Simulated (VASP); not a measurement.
## Ag2ClF: single point with PBE

Crystal: Ag2ClF.

```
F Cl Ag
1.0
     1.94332    1.12198    5.32831
    -1.94332    1.12198    5.32831
     0.00000   -2.24396    5.32831
F Cl Ag
1 1 2
Direct
  0.00000 0.00000 0.00000
  0.50000 0.50000 0.50000
  0.26564 0.26564 0.26564
  0.73436 0.73436 0.73436
```

```yaml
Program: VASP 6.6.1
Task: single point
Functional: PBE
Potentials_or_basis: VASP PAW PBE potentials, release 64 (F, Cl, Ag)
Cutoff: 520 eV
k_mesh: 6 × 6 × 6
Occupations: methfessel-paxton, width 0.05 eV
Spin: no spin polarisation
```

```json
{
 "Pressure": "2.6 GPa",
 "Largest force": "0.116 eV/Å",
 "Band gap on the k mesh": "zero (filled and empty bands touch)"
}
```

Forces in eV/Å, atoms in the order of the input:
```
F    0.000  0.000  0.000
Cl   0.000  0.000  0.000
Ag   0.000  0.000 -0.116
Ag   0.000  0.000  0.116
```

Stress tensor (GPa, compression positive):
```
2.72 0.00 0.00
0.00 2.72 0.00
0.00 0.00 2.26
```

Levels at points of the mesh, in eV from the Fermi level:
```tsv
k point	band 14	band 15	band 16	band 17	band 18	band 19	band 20	band 21	band 22	band 23
(0.00, 0.00, 0.00)	-1.56	-1.56	-1.55	-0.17	0.00	0.00	4.68	7.81	8.40	8.40
(0.50, 0.00, 0.00)	-1.70	-1.28	-1.21	-1.03	-0.48	3.40	5.30	6.96	7.58	8.89
(0.50, 0.50, 0.00)	-1.77	-1.53	-1.38	-0.29	-0.13	3.25	4.76	5.28	8.78	9.63
(0.50, 0.50, 0.50)	-1.81	-1.02	-1.02	-0.46	-0.46	2.09	3.20	9.83	9.83	10.01
```

Run time: 2.3 min on 1 thread of Intel(R) Xeon(R) Platinum 8259CL CPU @ 2.50GHz (Skylake/Cascade Lake), on a shared host, peak memory 0.35 GiB.

Caveat: semilocal functionals underestimate gaps, and a narrow one can read as zero.
